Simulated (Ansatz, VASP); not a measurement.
Be: VASP beside Ansatz

```
Be
1.0
     4.02990   -0.19911    0.19858
    -0.20185    4.02934    0.20003
     0.20251    0.20123    4.02967
Be
8
Cartesian
  2.0212 2.0217 2.2083
  4.0240 -0.2049 0.2044
  1.1087 -0.1821 1.8315
  2.1976 0.9079 0.3822
  1.6250 2.9223 0.0111
  3.1237 0.1895 2.4020
  -0.1820 2.3983 3.1224
  0.1881 1.8268 1.1073
```

Change from the starting cell: beta-tungsten (A15) type (Pm-3n, No. 223); cell x1, atoms moved at random (sigma 0.05 Å) and cell strained at random (1.5 %), then relaxed without symmetry.

Alike in both runs: functional PBEsol; k mesh 6 × 6 × 6; occupations gaussian, width 0.1 eV; no spin polarisation.

Ansatz relaxed the structure, and its values are those at the end. VASP's run is a single point on that final structure, the one shown.

|  | VASP | Ansatz |
| --- | --- | --- |
| version | VASP 6.6.1 | Ansatz 0.2.0 |
| potentials or method | VASP PAW PBE potentials, release 64 (Be), cutoff 520 eV | scalar-relativistic, plane waves, PAW |
| valence electrons in the cell | 16 | 16 |

VASP gave:

```
gap on the k mesh at the Fermi level (eV) : none
pressure (GPa)                            : 0.4
```

What did Ansatz give for the same quantities?

gap on the k mesh at the Fermi level (eV): none; pressure (GPa): 0.0.

VASP's potentials were made for PBE, not for PBEsol. A gap of «none» marks a metal or a gap that the smearing closes.
